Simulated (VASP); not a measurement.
# Rh (Cmmm) in VASP: further runs

The runs below take Rh through single point, relaxation of cell and atoms, with PBE.

Program: VASP 6.6.1. These are calculated values, not measurements. Logs are shortened: lines on timing, memory, paths and dates and some standing lists are left out, and cuts for length are marked.

## Step 1: The cell of the first run

It takes space group Cmmm (No. 65, orthorhombic). Conventional cell: a = 4.562 Å, b = 6.808 Å, c = 5.156 Å, α = 90.00°, β = 90.00°, γ = 90.00°. Rh (site symmetry 2) has 6 Rh at 2.28 to 2.58 Å within 3.0 Å. Within 3.2 Å of Rh (site symmetry mmm) lie 8 Rh at 2.42 Å.

## Step 2: Single point, PBE

Input file INCAR:

```
PREC = Accurate
ENCUT = 520
EDIFF = 1E-6
ISMEAR = 0
SIGMA = 0.1
LREAL = False
LASPH = True
NELM = 100
ALGO = Fast
ISIF = 2
LWAVE = False
LCHARG = False
GGA = PE
NBANDS = 46
```

Input file KPOINTS:

```
regular mesh
0
Gamma
  6 6 4
```

Input file POSCAR:

```
Rh
1.0
    2.2807944786     -3.4042444474      0.0000000000
    2.2807944786      3.4042444474      0.0000000000
    0.0000000000      0.0000000000      5.1562840861
Rh
5
Direct
    0.5000000000      0.0000000000      0.2500000000
    0.0000000000      0.5000000000      0.7500000000
    0.0000000000      0.5000000000      0.2500000000
    0.5000000000      0.0000000000      0.7500000000
    0.0000000000      0.0000000000      0.0000000000
```

Potentials or basis: VASP PAW PBE potentials, release 64 (Rh_pv).

The run is started by

```bash
$ cat potpaw_PBE.64/Rh_pv/POTCAR > POTCAR
$ mpirun -np 1 vasp_std > vasp.out
```

OUTCAR:

```text
PREC = Accurate
   ENCUT = 520
   EDIFF = 1E-6
   ISMEAR = 0
   LREAL = False
   LASPH = True
   NELM = 100
   ISIF = 2
   GGA = PE

 ion  position               nearest neighbor table
   1  0.500  0.000  0.250-   3 2.28   3 2.28   5 2.42   5 2.42   4 2.58   4 2.58
   2  0.000  0.500  0.750-   4 2.28   4 2.28   5 2.42   5 2.42   3 2.58   3 2.58
   3  0.000  0.500  0.250-   1 2.28   1 2.28   5 2.42   5 2.42   2 2.58   2 2.58
   4  0.500  0.000  0.750-   2 2.28   2 2.28   5 2.42   5 2.42   1 2.58   1 2.58
   5  0.000  0.000  0.000-   1 2.42   2 2.42   3 2.42   4 2.42   2 2.42   3 2.42   1 2.42   4 2.42

  LATTYP: Found a base centered orthorhombic cell.
 ALAT       =     4.5615889572
 B/A-ratio  =     1.4925695758
 C/A-ratio  =     1.1303701702

  Lattice vectors:

 A1 = (   2.2807944786,  -3.4042444474,   0.0000000000)
 A2 = (   2.2807944786,   3.4042444474,   0.0000000000)
 A3 = (   0.0000000000,   0.0000000000,   5.1562840861)

Analysis of symmetry for initial positions (statically):
=====================================================================
 Subroutine PRICEL returns:
 Original cell was already a primitive cell.

 Routine SETGRP: Setting up the symmetry group for a
 base centered orthorhombic supercell.

 Subroutine GETGRP returns: Found  8 space group operations
 (whereof  8 operations were pure point group operations)
 out of a pool of  8 trial point group operations.

The static configuration has the point symmetry D_2h.

Analysis of symmetry for dynamics (positions and initial velocities):
=====================================================================
 Subroutine PRICEL returns:
 Original cell was already a primitive cell.

 Routine SETGRP: Setting up the symmetry group for a
 base centered orthorhombic supercell.

 Subroutine GETGRP returns: Found  8 space group operations
 (whereof  8 operations were pure point group operations)
 out of a pool of  8 trial point group operations.

The dynamic configuration has the point symmetry D_2h.

 Subroutine INISYM returns: Found  8 space group operations
 (whereof  8 operations are pure point group operations),
 and found     1 'primitive' translations

----------------------------------------------------------------------------------------

                                     Primitive cell

[... 83 lines left out ...]
   ions per type =               5
   NGX,Y,Z   is equivalent  to a cutoff of  12.17, 12.17, 12.90 a.u.
   NGXF,Y,Z  is equivalent  to a cutoff of  24.34, 24.34, 25.79 a.u.
 SYSTEM =  unknown system
   PREC   = accura    normal or accurate (medium, high low for compatibility)
   ISTART =      0    job   : 0-new  1-cont  2-samecut
   ICHARG =      2    charge: 1-file 2-atom 10-const
   ISPIN  =      1    spin polarized calculation?
   LNONCOLLINEAR =      F non collinear calculations
   LSORBIT =      F    spin-orbit coupling
   LASPH  =      T    aspherical Exc in radial PAW
   ENCUT  =  520.0 eV  38.22 Ry    6.18 a.u.   7.62  7.62  9.59*2*pi/ulx,y,z
   NELM   =    100;   NELMIN=  2; NELMDL= -5     # of ELM steps
   EDIFF  = 0.1E-05   stopping-criterion for ELM
   LREAL  =      F    real-space projection
[... 7 lines left out ...]
   TEBEG  =    0.0;   TEEND  =   0.0 temperature during run
   PSTRESS=    0.0 pullay stress
   NELECT =      75.0000    total number of electrons
   NUPDOWN=      -1.0000    fix difference up-down
   EMIN   =  10.00;   EMAX   =-10.00  energy-range for DOS
   EFERMI =   0.00;   METHOD = LEGACY
   ISMEAR =     0;   SIGMA  =   0.10  broadening in eV -4-tet -1-fermi 0-gaus
   EFERMI_NEDOS =   21; number of points for ismear=-14 and -15
   IALGO  =     68    algorithm
   IMIX   =      4    mixing-type and parameters
     AMIX     =   0.40;   BMIX     =  1.00
     AMIX_MAG =   1.60;   BMIX_MAG =  1.00
  volume/ion in A,a.u.               =      16.01       108.07
  Fermi-wavevector in a.u.,A,eV,Ry     =   1.601784  3.026933 34.908640  2.565713
  Thomas-Fermi vector in A             =   2.698708
   LORBIT       =      0    0 simple, 1 ext, 2 COOP (PROOUT), +10 PAW based schemes
   GGA     = PE    functional components
   LHFCALC =     F    Hartree Fock is set to
   AEXX    =    0.0000 exact exchange contribution
   IVDW    =     0    specifies the selected vdW correction
   LEPSILON=     F    determine dielectric tensor
   LRPA    =     F    only Hartree local field effects (RPA)
 non-spin polarized calculation
 RMM-DIIS sequential band-by-band and
 Gauss-broadening in eV      SIGMA  =   0.10
  energy-cutoff  :      520.00
  volume of cell :       80.07
 maximum number of plane-waves:      2171
   NGX = 15   NGY = 15   NGZ = 19

 number of electron      75.0000005 magnetization

 Free energy of the ion-electron system (eV)
  ---------------------------------------------------
  ext. energy  EPLUGINS =         0.00000000
  ---------------------------------------------------
  free energy    TOTEN  =       -29.42012388 eV

  energy without entropy =      -29.37722616  energy(sigma->0) =      -29.39867502

 E-fermi :   9.5411     XC(G=0): -12.6951

 val. band max:        9.5396244870   @ k =   0.3333   0.0000   0.5000
 cond. band min:       9.5418699911   @ k =   0.3333   0.3333   0.2500
 fundamental gap:      0.0022455040
 Fermi energy:         9.5411458617

 k-point     1 :       0.0000    0.0000    0.0000
  band No.  band energies     occupation
      1     -38.5849      2.00000
      2     -38.3155      2.00000
      3     -37.5759      2.00000
      4     -37.4880      2.00000
      5     -37.4331      2.00000
      6     -37.4065      2.00000
[... 1165 lines left out ...]
     45      13.8682      0.00000
     46      14.5117      0.00000

 [... further k-points ...]
[... 5 lines left out ...]
  --------------------------------------------------------------------------------------
  -------------------------------------------------------------------------------------
  Total       30.1756427     15.3527026     13.1236999      0.0000000      0.0000000      0.0000000
  in kB      603.8003875    307.2003432    262.5990505      0.0000000      0.0000000      0.0000000
  external PRESSURE =     391.1999271 kB  Pullay stress =       0.0000000 kB

 VOLUME and BASIS-vectors are now :
 -----------------------------------------------------------------------------
  energy-cutoff  :      520.00
  volume of cell :       80.07
      direct lattice vectors                 reciprocal lattice vectors
     2.280794479 -3.404244447  0.000000000     0.219221857 -0.146875469  0.000000000
     2.280794479  3.404244447  0.000000000     0.219221857  0.146875469  0.000000000
     0.000000000  0.000000000  5.156284086     0.000000000  0.000000000  0.193938112

 POSITION                                       TOTAL-FORCE (eV/Angst)
 -----------------------------------------------------------------------------------
      1.14040     -1.70212      1.28907         0.000000      0.000000      2.385274
      1.14040      1.70212      3.86721        -0.000000     -0.000000     -2.385274
      1.14040      1.70212      1.28907         0.000000     -0.000000      2.385274
      1.14040     -1.70212      3.86721         0.000000      0.000000     -2.385274
      0.00000      0.00000      0.00000        -0.000000      0.000000      0.000000
 -----------------------------------------------------------------------------------
    total drift:                                0.000000      0.000000      0.000000

  FREE ENERGIE OF THE ION-ELECTRON SYSTEM (eV)
  ---------------------------------------------------
  free  energy   TOTEN  =       -29.4201238800 eV

  energy  without entropy=      -29.3772261598  energy(sigma->0) =      -29.39867502
```

OSZICAR:

```text
N       E                     dE             d eps       ncg     rms          rms(c)
DAV:   1     0.100393846425E+04    0.10039E+04   -0.46342E+04  3684   0.183E+03
DAV:   2     0.532752314892E+01   -0.99861E+03   -0.97184E+03  3780   0.584E+02
DAV:   3    -0.302832310698E+02   -0.35611E+02   -0.33879E+02  3976   0.117E+02
DAV:   4    -0.308174898991E+02   -0.53426E+00   -0.53197E+00  3734   0.137E+01
DAV:   5    -0.308259742969E+02   -0.84844E-02   -0.84839E-02  3948   0.178E+00    0.274E+01
RMM:   6    -0.295891588258E+02    0.12368E+01   -0.40425E+00  3594   0.119E+01    0.132E+01
RMM:   7    -0.304170134341E+02   -0.82785E+00   -0.28954E+00  3609   0.801E+00    0.101E+01
RMM:   8    -0.294285415147E+02    0.98847E+00   -0.11614E+00  3595   0.573E+00    0.287E+00
RMM:   9    -0.294294278020E+02   -0.88629E-03   -0.15102E-01  3633   0.169E+00    0.965E-01
RMM:  10    -0.294209478936E+02    0.84799E-02   -0.21395E-02  3631   0.827E-01    0.282E-01
RMM:  11    -0.294202747213E+02    0.67317E-03   -0.16137E-03  3910   0.265E-01    0.129E-01
RMM:  12    -0.294201467346E+02    0.12799E-03   -0.39412E-04  3870   0.116E-01    0.570E-02
RMM:  13    -0.294201219210E+02    0.24814E-04   -0.13681E-04  3948   0.645E-02    0.935E-03
RMM:  14    -0.294201232989E+02   -0.13778E-05   -0.30400E-05  4225   0.311E-02    0.531E-03
RMM:  15    -0.294201238800E+02   -0.58116E-06   -0.56620E-06  2886   0.137E-02
   1 F= -.29420124E+02 E0= -.29398675E+02  d E =-.428977E-01
```

Wall time 1.7 min (1 thread of Intel Xeon Platinum 8488C (Sapphire Rapids), shared host); peak memory 0.24 GiB.

Results:

- Free energy: -29.4201 eV
- Pressure: 39.1 GPa
- Largest force: 2.385 eV/Å
- Band gap on the k mesh: zero (an odd number of electrons rules out a gap without spin polarisation)

Forces in eV/Å, atoms in the order of the input:
```
Rh   0.000  0.000  2.385
Rh   0.000  0.000 -2.385
Rh   0.000  0.000  2.385
Rh   0.000  0.000 -2.385
Rh   0.000  0.000  0.000
```

Levels at points of the mesh, in eV from the Fermi level:
```
           k point  band 33  band 34  band 35  band 36  band 37  band 38  band 39  band 40  band 41  band 42
(0.00, 0.00, 0.00)    -0.48    -0.08     0.42     0.45     0.53     0.58     1.13     1.58     1.73     2.84
(0.50, 0.00, 0.00)    -1.90    -1.77    -1.31    -0.85    -0.84    -0.56    -0.56     0.03     0.77     1.36
(0.50, 0.50, 0.00)    -0.69    -0.29    -0.29     0.13     0.16     0.93     0.97     1.07     1.48     2.26
(0.00, 0.00, 0.50)    -1.16    -0.97    -0.94    -0.09     0.19     0.32     0.36     0.57     0.72     2.47
(0.50, 0.00, 0.50)    -2.08    -2.00    -1.81    -1.39    -1.04    -0.36    -0.11    -0.10    -0.01     0.06
(0.50, 0.50, 0.50)    -1.36    -1.27     0.05     0.05     0.07     0.26     0.30     1.09     1.66     1.78
```

Caveat: the stress differs along the axes, from 26 to 60 GPa; forces of over 1 eV/Å act on the atoms, so gaps and moduli don't describe the material at rest.

## Step 3: Relaxation of cell and atoms, PBE

Input file INCAR:

```
SYSTEM = Rh
PREC = Accurate ; ENCUT = 600
EDIFF = 1E-6 ; ISMEAR = 0
SIGMA = 0.1 ; LREAL = .FALSE.
LASPH = .TRUE. ; NELM = 80
ALGO = Normal ; ISIF = 3
LWAVE = .FALSE. ; LCHARG = .FALSE.
GGA = PE ; IBRION = 2
NSW = 90 ; EDIFFG = -0.04
```

Input file KPOINTS:

```
Automatic mesh
0
G
  4 4 4
  0 0 0
```

POSCAR is that of step 2.

Potentials or basis: VASP PAW PBE potentials, release 64 (Rh_pv).

The run is started by

```bash
$ cat potpaw_PBE.64/Rh_pv/POTCAR > POTCAR
$ mpirun -np 1 vasp_std > vasp.out
```

OUTCAR:

```text
SYSTEM = Rh
   PREC = Accurate
   ENCUT = 600
   EDIFF = 1E-6
   ISMEAR = 0
   LREAL = .FALSE.
   LASPH = .TRUE.
   NELM = 80
   ISIF = 3
   GGA = PE
   IBRION = 2
   NSW = 90
   EDIFFG = -0.04

 ion  position               nearest neighbor table
   1  0.500  0.000  0.250-   3 2.28   3 2.28   5 2.42   5 2.42   4 2.58   4 2.58
   2  0.000  0.500  0.750-   4 2.28   4 2.28   5 2.42   5 2.42   3 2.58   3 2.58
   3  0.000  0.500  0.250-   1 2.28   1 2.28   5 2.42   5 2.42   2 2.58   2 2.58
   4  0.500  0.000  0.750-   2 2.28   2 2.28   5 2.42   5 2.42   1 2.58   1 2.58
   5  0.000  0.000  0.000-   1 2.42   2 2.42   3 2.42   4 2.42   2 2.42   3 2.42   1 2.42   4 2.42

  LATTYP: Found a base centered orthorhombic cell.
 ALAT       =     4.5615889572
 B/A-ratio  =     1.4925695758
 C/A-ratio  =     1.1303701702

  Lattice vectors:

 A1 = (   2.2807944786,  -3.4042444474,   0.0000000000)
 A2 = (   2.2807944786,   3.4042444474,   0.0000000000)
 A3 = (   0.0000000000,   0.0000000000,   5.1562840861)

Analysis of symmetry for initial positions (statically):
=====================================================================
 Subroutine PRICEL returns:
 Original cell was already a primitive cell.

 Routine SETGRP: Setting up the symmetry group for a
 base centered orthorhombic supercell.

 Subroutine GETGRP returns: Found  8 space group operations
 (whereof  8 operations were pure point group operations)
 out of a pool of  8 trial point group operations.

The static configuration has the point symmetry D_2h.

Analysis of symmetry for dynamics (positions and initial velocities):
=====================================================================
 Subroutine PRICEL returns:
 Original cell was already a primitive cell.

 Routine SETGRP: Setting up the symmetry group for a
 base centered orthorhombic supercell.

 Subroutine GETGRP returns: Found  8 space group operations
 (whereof  8 operations were pure point group operations)
 out of a pool of  8 trial point group operations.

[... 141 lines left out ...]

--------------------------------------- Ionic step        1  -------------------------------------------

 number of electron      75.0000004 magnetization

 Free energy of the ion-electron system (eV)
  ---------------------------------------------------
  ext. energy  EPLUGINS =         0.00000000
  ---------------------------------------------------
  free energy    TOTEN  =       -29.57784430 eV

  energy without entropy =      -29.52555313  energy(sigma->0) =      -29.55169872

------------------------ aborting loop because EDIFF is reached ----------------------------------------

  FORCE on cell =-STRESS in cart. coord.  units (eV):
  Direction    XX          YY          ZZ          XY          YZ          ZX
  --------------------------------------------------------------------------------------
  -------------------------------------------------------------------------------------
  Total       29.5076173     16.0410905     12.1887314      0.0000000      0.0000000      0.0000000
  in kB      590.4335139    320.9746607    243.8907710      0.0000000      0.0000000      0.0000000
  external PRESSURE =     385.0996485 kB  Pullay stress =       0.0000000 kB
[... 26 lines left out ...]
--------------------------------------- Ionic step        2  -------------------------------------------

 number of electron      75.0000018 magnetization

 E-fermi :   3.3314     XC(G=0):  -9.9155

 val. band max:        3.3238236553   @ k =  -0.2500   0.2500   0.5000
 cond. band min:       3.3325018760   @ k =  -0.2500   0.2500   0.0000
 fundamental gap:      0.0086782208
 Fermi energy:         3.3313730031

 k-point     1 :       0.0000    0.0000    0.0000
  band No.  band energies     occupation
      1     -42.5357      2.00000
      2     -42.5198      2.00000
      3     -42.5018      2.00000
      4     -42.4248      2.00000
      5     -42.3661      2.00000
      6     -42.3195      2.00000
[... 1068 lines left out ...]
  FREE ENERGIE OF THE ION-ELECTRON SYSTEM (eV)
  ---------------------------------------------------
  free  energy   TOTEN  =       -31.3257591225 eV

  energy  without entropy=      -31.2597622769  energy(sigma->0) =      -31.29276070

[... ionic steps 4 to 24 ...]

--------------------------------------- Ionic step       25  -------------------------------------------

 number of electron      74.9999987 magnetization

------------------------ aborting loop because EDIFF is reached ----------------------------------------
[... 73 lines left out ...]
--------------------------------------- Ionic step       27  -------------------------------------------

 number of electron      74.9999991 magnetization

 Free energy of the ion-electron system (eV)
  ---------------------------------------------------
  ext. energy  EPLUGINS =         0.00000000
  ---------------------------------------------------
  free energy    TOTEN  =       -33.21609157 eV

  energy without entropy =      -33.16437755  energy(sigma->0) =      -33.19023456

 E-fermi :   8.9646     XC(G=0): -12.6865

 val. band max:        8.9587921873   @ k =   0.2500   0.0000   0.5000
 cond. band min:       8.9815650913   @ k =   0.2500   0.0000   0.2500
 fundamental gap:      0.0227729039
 Fermi energy:         8.9645831177

 k-point     1 :       0.0000    0.0000    0.0000
  band No.  band energies     occupation
      1     -37.8200      2.00000
      2     -37.7415      2.00000
      3     -37.7402      2.00000
      4     -37.6879      2.00000
      5     -37.6549      2.00000
      6     -37.6535      2.00000
[... 1029 lines left out ...]
  FREE ENERGIE OF THE ION-ELECTRON SYSTEM (eV)
  ---------------------------------------------------
  free  energy   TOTEN  =       -33.2160915679 eV

  energy  without entropy=      -33.1643775480  energy(sigma->0) =      -33.19023456

 reached required accuracy - stopping structural energy minimisation
```

OSZICAR:

```text
N       E                     dE             d eps       ncg     rms          rms(c)
DAV:   1     0.107530621569E+04    0.10753E+04   -0.50064E+04  1898   0.207E+03
DAV:   2     0.805261949696E+01   -0.10673E+04   -0.10430E+04  1970   0.634E+02
DAV:   3    -0.303055219417E+02   -0.38358E+02   -0.36568E+02  2092   0.125E+02
[... 307 lines left out ...]
DAV:   5    -0.332161898825E+02   -0.24285E-03   -0.51234E-03  1950   0.439E-01    0.137E-01
DAV:   6    -0.332160818111E+02    0.10807E-03   -0.70153E-04  1910   0.225E-01    0.275E-02
DAV:   7    -0.332160894464E+02   -0.76353E-05   -0.31706E-05  2016   0.380E-02    0.817E-03
DAV:   8    -0.332160909418E+02   -0.14954E-05   -0.20479E-06  1229   0.113E-02    0.312E-03
DAV:   9    -0.332160915679E+02   -0.62613E-06   -0.28434E-07   960   0.441E-03
  27 F= -.33216092E+02 E0= -.33190235E+02  d E =-.256784E-02
```

It took 22 min on 1 thread of Intel Xeon Platinum 8488C (Sapphire Rapids), shared host; peak memory 0.26 GiB.

Results:

```
Free energy                           : -33.2161 eV
Relaxed volume                        : 16.49 Å³/atom
Relaxed cell                          : a = 3.649 Å, b = 3.649 Å, c = 6.193 Å, α = 90.00°, β = 90.00°, γ = 89.99°
Space group after relaxing (to 0.1 Å) : P4/mmm (No. 123)
Energy gained by relaxing             : 727.6 meV/atom
Ionic steps                           : 27
Pressure after relaxing               : 0.0 GPa
Largest force after relaxing          : 0.035 eV/Å
Band gap on the k mesh                : zero (an odd number of electrons rules out a gap without spin polarisation)
```

Forces on the atoms (eV/Å):
```
Rh   0.000  0.000 -0.035
Rh   0.000  0.000  0.035
Rh   0.000  0.000 -0.035
Rh   0.000  0.000  0.035
Rh   0.000  0.000  0.000
```

The path:
```csv
step,energy change (eV),largest force (eV/Å),pressure (GPa),volume (Å³)
1,0.0000,2.3473,38.51,80.07
2,2.3416,0.0043,-22.55,132.76
3,-1.7479,0.4684,-6.04,96.44
4,-1.7777,0.5707,-3.60,94.78
5,-1.7810,0.6223,-2.30,94.01
6,-1.9502,0.2856,0.06,91.69
7,-1.9606,0.0909,1.12,90.97
8,-2.0586,0.0628,-1.21,91.38
9,-2.1413,0.3399,-3.37,91.72
10,-2.2099,1.0982,-5.59,91.93
11,-2.1923,0.6785,-4.85,91.91
12,-2.2204,0.6934,-4.97,91.77
13,-2.3063,0.7503,-5.20,91.33
14,-2.4756,0.8934,-5.08,90.28
15,-2.6869,1.1300,-1.81,87.50
16,-2.8283,0.6044,-1.84,86.88
17,-2.9619,0.2942,-0.42,85.38
18,-3.0444,0.3632,-0.79,85.21
19,-3.2663,0.5421,-1.36,84.60
20,-3.4649,0.7520,0.34,82.95
21,-3.4679,0.7503,-0.16,83.19
22,-3.5381,0.4507,-0.05,82.91
23,-3.5891,0.0678,0.69,82.43
24,-3.6350,0.0438,-1.07,82.95
25,-3.6357,0.0445,-1.24,83.01
26,-3.6348,0.0235,1.50,81.78
27,-3.6382,0.0351,0.00,82.44
```

Final structure:
```
CELL_PARAMETERS angstrom
2.58005 -2.57977 0.00000
2.58005 2.57977 0.00000
0.00000 0.00000 6.19289
ATOMIC_POSITIONS crystal
Rh 0.50000 0.00000 0.30317
Rh 0.00000 0.50000 0.69683
Rh 0.00000 0.50000 0.30317
Rh 0.50000 0.00000 0.69683
Rh 0.00000 0.00000 0.00000
```

Caveat: the k points lie up to 0.43 Å⁻¹ apart in the final cell, too coarse for converged energies and pressures of a metal; a cell axis changed by over 15 % at a fixed basis, so the end point is rough.

The gap in the log of VASP goes by the Fermi energy; the results here count the filled bands.